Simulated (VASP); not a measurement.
# Os (Pm-3m) in VASP: notebook

The runs below take Os through density of states, with PBE.

All numbers are computed with VASP 6.6.1; they aren't measurements. Logs are shortened: lines on timing, memory, paths and dates and some standing lists are left out, and cuts for length are marked.

### Step 1. The cell of the first run

The structure is cubic, space group Pm-3m (No. 221). The conventional cell has a = 2.414 Å, b = 2.414 Å, c = 2.414 Å, α = 90.00°, β = 90.00°, γ = 90.00°. Os (site symmetry m-3m) has 6 Os at 2.41 Å within 3.2 Å.

### Step 2. Density of states, PBE (volume scaled by 0.84)

The input, POSCAR:

```
Os
1.0
    2.4135121676      0.0000000000      0.0000000000
    0.0000000000      2.4135121676      0.0000000000
    0.0000000000      0.0000000000      2.4135121676
Os
1
Direct
    0.0000000000      0.0000000000      0.0000000000
```

The input, INCAR.step1:

```
SYSTEM = Os
PREC = Accurate ; ENCUT = 520
EDIFF = 1E-7 ; ISMEAR = -1
SIGMA = 0.08 ; LREAL = .FALSE.
LASPH = .TRUE. ; NELM = 80
ALGO = Normal ; ISIF = 2
LWAVE = .FALSE. ; LCHARG = .TRUE.
LMAXMIX = 4 ; GGA = PE
NBANDS = 10
```

The input, KPOINTS.step1:

```
regular mesh
0
G
  17 17 17
  0 0 0
```

The input, INCAR.step2:

```
SYSTEM = Os
PREC = Accurate ; ENCUT = 520
EDIFF = 1E-7 ; ISMEAR = -5
SIGMA = 0.08 ; LREAL = .FALSE.
LASPH = .TRUE. ; NELM = 80
ALGO = Normal ; ISIF = 2
LWAVE = .FALSE. ; LCHARG = .FALSE.
LMAXMIX = 4 ; GGA = PE
LORBIT = 11 ; NEDOS = 1001
ICHARG = 11
```

The input, KPOINTS.step2:

```
regular mesh
0
G
  26 26 26
  0 0 0
```

Potentials or basis: VASP PAW PBE potentials, release 64 (Os).

The run is started by

```console
$ cat potpaw_PBE.64/Os/POTCAR > POTCAR
$ cp INCAR.step1 INCAR
$ cp KPOINTS.step1 KPOINTS
$ mpirun -np 1 vasp_std > vasp.out
$ cp INCAR.step2 INCAR
$ cp KPOINTS.step2 KPOINTS
$ mpirun -np 1 vasp_std > vasp.out
```

OUTCAR:

```text
SYSTEM = Os
   PREC = Accurate
   ENCUT = 520
   EDIFF = 1E-7
   ISMEAR = -5
   LREAL = .FALSE.
   LASPH = .TRUE.
   NELM = 80
   ISIF = 2
   GGA = PE
   LORBIT = 11
   ICHARG = 11

 ion  position               nearest neighbor table
   1  0.000  0.000  0.000-

  LATTYP: Found a simple cubic cell.
 ALAT       =     2.4135121676

  Lattice vectors:

 A1 = (   2.4135121676,   0.0000000000,   0.0000000000)
 A2 = (   0.0000000000,   2.4135121676,   0.0000000000)
 A3 = (   0.0000000000,   0.0000000000,   2.4135121676)

Analysis of symmetry for initial positions (statically):
=====================================================================
 Subroutine PRICEL returns:
 Original cell was already a primitive cell.

 Routine SETGRP: Setting up the symmetry group for a
 simple cubic supercell.

 Subroutine GETGRP returns: Found 48 space group operations
 (whereof 48 operations were pure point group operations)
 out of a pool of 48 trial point group operations.

The static configuration has the point symmetry O_h .

Analysis of symmetry for dynamics (positions and initial velocities):
=====================================================================
 Subroutine PRICEL returns:
 Original cell was already a primitive cell.

 Routine SETGRP: Setting up the symmetry group for a
 simple cubic supercell.

 Subroutine GETGRP returns: Found 48 space group operations
 (whereof 48 operations were pure point group operations)
 out of a pool of 48 trial point group operations.

The dynamic configuration has the point symmetry O_h .

 Subroutine INISYM returns: Found 48 space group operations
 (whereof 48 operations are pure point group operations),
 and found     1 'primitive' translations

----------------------------------------------------------------------------------------

                                     Primitive cell

  volume of cell :      14.0588

  direct lattice vectors                    reciprocal lattice vectors
     2.413512168  0.000000000  0.000000000     0.414333938  0.000000000  0.000000000
     0.000000000  2.413512168  0.000000000     0.000000000  0.414333938  0.000000000
     0.000000000  0.000000000  2.413512168     0.000000000  0.000000000  0.414333938

  length of vectors
     2.413512168  2.413512168  2.413512168     0.414333938  0.414333938  0.414333938

  position of ions in fractional coordinates (direct lattice)
     0.000000000  0.000000000  0.000000000

  ion indices of the primitive-cell ions
   primitive index   ion index
                 1           1

----------------------------------------------------------------------------------------

 KPOINTS: regular mesh

Automatic generation of k-mesh.
 Grid dimensions read from file:
 generate k-points for:   26   26   26

 Generating k-lattice:

  Cartesian coordinates                     Fractional coordinates (reciprocal lattice)
     0.015935921  0.000000000  0.000000000     0.038461538  0.000000000  0.000000000
     0.000000000  0.015935921  0.000000000     0.000000000  0.038461538  0.000000000
     0.000000000  0.000000000  0.015935921     0.000000000  0.000000000  0.038461538

  Length of vectors
     0.015935921  0.015935921  0.015935921

  Shift w.r.t. Gamma in fractional coordinates (k-lattice)
     0.000000000  0.000000000  0.000000000

 TETIRR: Found   8764 inequivalent tetrahedra from   105456

 Subroutine IBZKPT returns following result:
 ===========================================

 Found    560 irreducible k-points:

 Following reciprocal coordinates:
            Coordinates               Weight
  0.000000  0.000000  0.000000      1.000000
  0.038462  0.000000  0.000000      6.000000
  0.076923  0.000000  0.000000      6.000000
  0.115385  0.000000  0.000000      6.000000
  0.153846  0.000000  0.000000      6.000000
  0.192308  0.000000  0.000000      6.000000
[... 16 lines left out ...]
  0.346154  0.038462  0.000000     24.000000
  0.384615  0.038462  0.000000     24.000000
 [... further k-points ...]
   k-points           NKPTS =    560   k-points in BZ     NKDIM =    560   number of bands    NBANDS=      8
   number of dos      NEDOS =   1001   number of ions     NIONS =      1
   total plane-waves  NPLWV =   5832
   dimension x,y,z NGX =    18 NGY =   18 NGZ =   18
   dimension x,y,z NGXF=    36 NGYF=   36 NGZF=   36
   ions per type =               1
   NGX,Y,Z   is equivalent  to a cutoff of  12.40, 12.40, 12.40 a.u.
   NGXF,Y,Z  is equivalent  to a cutoff of  24.80, 24.80, 24.80 a.u.
 SYSTEM =  Os
   PREC   = accura    normal or accurate (medium, high low for compatibility)
   ISTART =      0    job   : 0-new  1-cont  2-samecut
   ICHARG =     11    charge: 1-file 2-atom 10-const
   ISPIN  =      1    spin polarized calculation?
   LNONCOLLINEAR =      F non collinear calculations
   LSORBIT =      F    spin-orbit coupling
   LASPH  =      T    aspherical Exc in radial PAW
   ENCUT  =  520.0 eV  38.22 Ry    6.18 a.u.   4.49  4.49  4.49*2*pi/ulx,y,z
   NELM   =     80;   NELMIN=  2; NELMDL=  0     # of ELM steps
   EDIFF  = 0.1E-06   stopping-criterion for ELM
   LREAL  =      F    real-space projection
   EDIFFG = 0.1E-05   stopping-criterion for IOM
   NSW    =      0    number of steps for IOM
   IBRION =     -1    ionic relax: 0-MD 1-quasi-New 2-CG
   NFREE  =      0    steps in history (QN), initial steepest desc. (CG)
   ISIF   =      2    stress and relaxation
   ISYM   =      2    0-nonsym 1-usesym 2-fastsym
   POTIM  = 0.5000    time-step for ionic-motion
   TEBEG  =    0.0;   TEEND  =   0.0 temperature during run
   PSTRESS=    0.0 pullay stress
   NELECT =       8.0000    total number of electrons
   NUPDOWN=      -1.0000    fix difference up-down
   EMIN   =  10.00;   EMAX   =-10.00  energy-range for DOS
   EFERMI =   0.00;   METHOD = LEGACY
   ISMEAR =    -5;   SIGMA  =   0.08  broadening in eV -4-tet -1-fermi 0-gaus
   EFERMI_NEDOS =   21; number of points for ismear=-14 and -15
   IALGO  =     38    algorithm
   IMIX   =      4    mixing-type and parameters
     AMIX     =   0.40;   BMIX     =  1.00
     AMIX_MAG =   1.60;   BMIX_MAG =  1.00
  volume/ion in A,a.u.               =      14.06        94.87
  Fermi-wavevector in a.u.,A,eV,Ry     =   1.356611  2.563623 25.040072  1.840393
  Thomas-Fermi vector in A             =   2.483599
   LORBIT       =     11    0 simple, 1 ext, 2 COOP (PROOUT), +10 PAW based schemes
   GGA     = PE    functional components
   LHFCALC =     F    Hartree Fock is set to
   AEXX    =    0.0000 exact exchange contribution
   IVDW    =     0    specifies the selected vdW correction
   LEPSILON=     F    determine dielectric tensor
   LRPA    =     F    only Hartree local field effects (RPA)
 non-spin polarized calculation
 Fermi weights with tetrahedron method with Bloechl corrections
  energy-cutoff  :      520.00
  volume of cell :       14.06
 maximum number of plane-waves:       392
 NGX is ok and might be reduce to    18

 number of electron       7.9999998 magnetization

 Free energy of the ion-electron system (eV)
  ---------------------------------------------------
  ext. energy  EPLUGINS =         0.00000000
  ---------------------------------------------------
  free energy    TOTEN  =        -9.23836635 eV

  energy without entropy =       -9.23836635  energy(sigma->0) =       -9.23836635

 E-fermi :   9.7051     XC(G=0): -13.8467

 val. band max:        9.8882582684   @ k =   0.5000   0.3462   0.0000
 cond. band min:       9.6444146541   @ k =   0.2308   0.1923   0.1923
 fundamental gap:     -0.2438436143
 Fermi energy:         9.7051076059

 k-point     1 :       0.0000    0.0000    0.0000
  band No.  band energies     occupation
      1      -1.2850      2.00000
      2       2.1680      2.00000
      3       2.1680      2.00000
      4      12.6614      0.00000
      5      12.6614      0.00000
      6      12.6614      0.00000
      7      26.4578      0.00000
      8      26.4578      0.00000

 k-point     2 :       0.0385    0.0000    0.0000
  band No.  band energies     occupation
      1      -1.2263      2.00000
      2       2.1821      2.00000
      3       2.2336      2.00000
      4      12.5715      0.00000
      5      12.5715      0.00000
      6      12.6678      0.00000
      7      26.1038      0.00000
      8      26.5820      0.00000

 k-point     3 :       0.0769    0.0000    0.0000
  band No.  band energies     occupation
      1      -1.0564      2.00000
      2       2.2237      2.00000
      3       2.4317      2.00000
      4      12.3153      0.00000
      5      12.3153      0.00000
      6      12.6868      0.00000
      7      25.2231      0.00000
      8      26.9394      0.00000

 k-point     4 :       0.1154    0.0000    0.0000
  band No.  band energies     occupation
      1      -0.7921      2.00000
      2       2.2910      2.00000
      3       2.7662      2.00000
      4      11.9281      0.00000
      5      11.9281      0.00000
      6      12.7173      0.00000
      7      24.1052      0.00000
      8      27.4901      0.00000

 k-point     5 :       0.1538    0.0000    0.0000
  band No.  band energies     occupation
      1      -0.4577      2.00000
      2       2.3811      2.00000
      3       3.2386      2.00000
      4      11.4547      0.00000
      5      11.4547      0.00000
      6      12.7578      0.00000
      7      22.9306      0.00000
      8      28.1827      0.00000

 k-point     6 :       0.1923    0.0000    0.0000
  band No.  band energies     occupation
      1      -0.0788      2.00000
      2       2.4899      2.00000
      3       3.8413      2.00000
      4      10.9383      0.00000
      5      10.9383      0.00000
      6      12.8060      0.00000
      7      21.7967      0.00000
      8      28.9662      0.00000

 k-point     7 :       0.2308    0.0000    0.0000
  band No.  band energies     occupation
      1       0.3223      2.00000
      2       2.6119      2.00000
      3       4.5505      2.00000
      4      10.4158      0.00000
      5      10.4158      0.00000
      6      12.8593      0.00000
      7      20.7651      0.00000
      8      29.4832      0.00000
[... 133 lines left out ...]
 k-point    20 :       0.2308    0.0385    0.0000
  band No.  band energies     occupation
      1       0.3834      2.00000
      2       2.6647      2.00000
      3       4.5665      2.00000
      4      10.3169     -0.04193
      5      10.4243      0.00000
      6      12.7780      0.00000
      7      20.8736      0.00000
      8      29.0498      0.00000

 k-point    21 :       0.2692    0.0385    0.0000
  band No.  band energies     occupation
      1       0.7899      2.00000
      2       2.7941      2.00000
      3       5.3277      2.00000
      4       9.8319      0.44805
      5       9.9262      0.06762
      6      12.8346      0.00000
      7      19.9858      0.00000
      8      28.4546      0.00000

 k-point    22 :       0.3077    0.0385    0.0000
  band No.  band energies     occupation
      1       1.1875      2.00000
      2       2.9233      2.00000
      3       6.0740      2.00000
      4       9.4135      2.06083
      5       9.4737      1.96094
      6      12.8900      0.00000
      7      19.2898      0.00000
      8      27.6213      0.00000

 k-point    23 :       0.3462    0.0385    0.0000
  band No.  band energies     occupation
      1       1.5617      2.00000
      2       3.0444      2.00000
      3       6.7109      2.00000
      4       9.0838      2.00000
      5       9.1004      2.00000
      6      12.9409      0.00000
      7      18.8234      0.00000
      8      26.8984      0.00000

 k-point    24 :       0.3846    0.0385    0.0000
  band No.  band energies     occupation
      1       1.8937      2.00000
      2       3.1496      2.00000
      3       7.1390      2.00000
      4       8.7690      2.00000
      5       8.9358      2.00599
      6      12.9844      0.00000
      7      18.6001      0.00000
      8      26.3190      0.00000

 [... further k-points ...]

------------------------ aborting loop because EDIFF is reached ----------------------------------------

  FORCE on cell =-STRESS in cart. coord.  units (eV):
  Direction    XX          YY          ZZ          XY          YZ          ZX
  --------------------------------------------------------------------------------------
  -------------------------------------------------------------------------------------
  Total        6.2098034      6.2098034      6.2098034      0.0000000      0.0000000     -0.0000000
  in kB      707.6849375    707.6849375    707.6849375      0.0000000      0.0000000     -0.0000000
  external PRESSURE =     707.6849375 kB  Pullay stress =       0.0000000 kB

 VOLUME and BASIS-vectors are now :
 -----------------------------------------------------------------------------
  energy-cutoff  :      520.00
  volume of cell :       14.06
      direct lattice vectors                 reciprocal lattice vectors
     2.413512168  0.000000000  0.000000000     0.414333938  0.000000000  0.000000000
     0.000000000  2.413512168  0.000000000     0.000000000  0.414333938  0.000000000
     0.000000000  0.000000000  2.413512168     0.000000000  0.000000000  0.414333938

 POSITION                                       TOTAL-FORCE (eV/Angst)
 -----------------------------------------------------------------------------------
      0.00000      0.00000      0.00000         0.000000      0.000000      0.000000
 -----------------------------------------------------------------------------------
    total drift:                               -0.000000     -0.000000     -0.000000

  FREE ENERGIE OF THE ION-ELECTRON SYSTEM (eV)
  ---------------------------------------------------
  free  energy   TOTEN  =        -9.2383663539 eV

  energy  without entropy=       -9.2383663539  energy(sigma->0) =       -9.23836635

 total charge

# of ion       s       p       d       tot
------------------------------------------
    1        0.787   0.699   6.364   7.850
```

It took 32 s on 1 thread of Intel Xeon Platinum 8488C (Sapphire Rapids), shared host; peak memory 0.18 GiB.

What came out:

| Quantity | Value |
| --- | --- |
| Valence electrons inside the program's atomic spheres | Os 7.85 |

Levels at points of the mesh, in eV from the Fermi level:
```tsv
k point	band 2	band 3	band 4	band 5	band 6	band 7
(0.00, 0.00, 0.00)	-7.54	-7.54	2.96	2.96	2.96	16.75
(0.50, 0.00, 0.00)	-6.46	-1.67	-1.37	-1.37	3.42	9.00
(0.50, 0.50, 0.00)	-5.51	-0.51	-0.51	4.97	4.97	6.08
(0.50, 0.50, 0.50)	-6.82	-6.82	6.40	6.40	7.65	13.27
```

Caveat: spin-orbit coupling is left out, which moves the levels of the heavy elements; tetrahedron occupations give inexact forces and stress in metals.

(Part 1 of 2 ends here.)
